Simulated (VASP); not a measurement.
Wanted: the native input for a VASP 6.6.1 run.

| Quantity | Value |
| --- | --- |
| Task | single point |
| Functional | RPBE |
| Dispersion | D4 |
| Potentials or basis | VASP PAW PBE potentials, release 64 (Pb_d, Se) |
| Cutoff | 520 eV |
| k mesh | 8 × 8 × 8 |
| Occupations | fermi-dirac, width 0.05 eV |
| Spin | no spin polarisation |
| Dipole correction | no |
| Further INCAR settings | ALGO = Normal; EDIFF = 1e-06; NBANDS = 17 |

The structure of PbSe (Clausthalite) lies in POSCAR:

```
PbSe
1.0
    0.0000000000      2.9981702236      2.9981702236
    2.9981702236      0.0000000000      2.9981702236
    2.9981702236      2.9981702236      0.0000000000
Pb Se
1 1
Direct
    0.0000000000      0.0000000000      0.0000000000
    0.5000000000      0.5000000000      0.5000000000
```

One way to write it, as run:

INCAR

```
SYSTEM = PbSe
PREC = Accurate ; ENCUT = 520
EDIFF = 1E-6 ; ISMEAR = -1
SIGMA = 0.05 ; LREAL = .FALSE.
LASPH = .TRUE. ; NELM = 100
ALGO = Normal ; ISIF = 2
LWAVE = .FALSE. ; LCHARG = .TRUE.
GGA = RP ; IVDW = 13
LELF = .TRUE. ; LVHAR = .TRUE.
NBANDS = 17
```

KPOINTS

```
regular mesh
0
G
  8 8 8
  0 0 0
```

Potentials or basis: VASP PAW PBE potentials, release 64 (Pb_d, Se).

Run with:

```bash
$ cat potpaw_PBE.64/Pb_d/POTCAR potpaw_PBE.64/Se/POTCAR > POTCAR
$ mpirun -np 1 vasp_std > vasp.out
```

It gave:

The pressure is 3.9 GPa and the band gap on the k mesh is 0.14 eV, direct. The dispersion energy per atom is -0.772 eV.

Caveat: the PAW data sets were made with another functional, which shifts forces and pressure a little; spin-orbit coupling is left out, which moves the levels of the heavy elements.

Wall time 12 s on 1 thread of Intel Xeon 6975P-C (shared host), peak memory 0.19 GiB.
